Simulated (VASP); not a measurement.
**BN: single point with PBE**

Crystal: BN.

```
CELL_PARAMETERS angstrom
2.50917 0.00000 0.00000
-1.25459 2.17301 0.00000
0.00000 0.00000 7.27450
ATOMIC_POSITIONS crystal
B 0.33333 0.66667 0.27032
B 0.66667 0.33333 0.72968
N 0.33333 0.66667 0.74385
N 0.66667 0.33333 0.25615
```

This cell differs from its parent crystal: strained and its atoms moved.

```
Program                : VASP 6.6.1
Task                   : single point
Functional             : PBE
Potentials or basis    : VASP PAW PBE potentials, release 64 (B, N)
Cutoff                 : 520 eV
k mesh                 : 12 × 12 × 4
Occupations            : gaussian, width 0.02 eV
Spin                   : no spin polarisation
Dipole correction      : no
Further INCAR settings : ALGO = Normal; EDIFF = 1e-06; NBANDS = 16
```

- Pressure: 0.6 GPa
- Largest force: 1.487 eV/Å
- Band gap on the k mesh: 4.30 eV (least direct gap 4.59 eV)

Forces in eV/Å, atoms in the order of the input:
```
B    0.000  0.000 -1.487
B    0.000  0.000  1.487
N    0.000  0.000 -1.448
N    0.000  0.000  1.448
```

Stress tensor (GPa, compression positive):
```
 1.08  0.00  0.00
 0.00  1.08  0.00
 0.00  0.00 -0.34
```

Levels at points of the mesh, in eV from the valence-band top:
```csv
k point,band 6,band 7,band 8,band 9,band 10,band 11
"(0.00, 0.00, 0.00)",-1.25,-1.24,-1.24,4.67,9.27,11.22
"(0.50, 0.00, 0.00)",-4.01,-1.22,-0.57,4.30,5.19,9.47
"(0.00, 0.00, 0.50)",-1.25,-1.24,-1.24,6.15,7.07,11.54
"(0.50, 0.00, 0.50)",-4.02,-1.01,-0.77,4.52,4.78,9.76
```

Run time: 58 s on 1 thread of Intel Xeon 8259CL, with other jobs on the host, peak memory 0.17 GiB.

Caveat: the cell differs from its parent crystal (strained and its atoms moved); this functional lacks dispersion, which binds the layers, so the pressure and a relaxed spacing across them are unreliable; forces of over 1 eV/Å act on the atoms, so gaps and moduli don't describe the material at rest. A k mesh can miss the band edges.
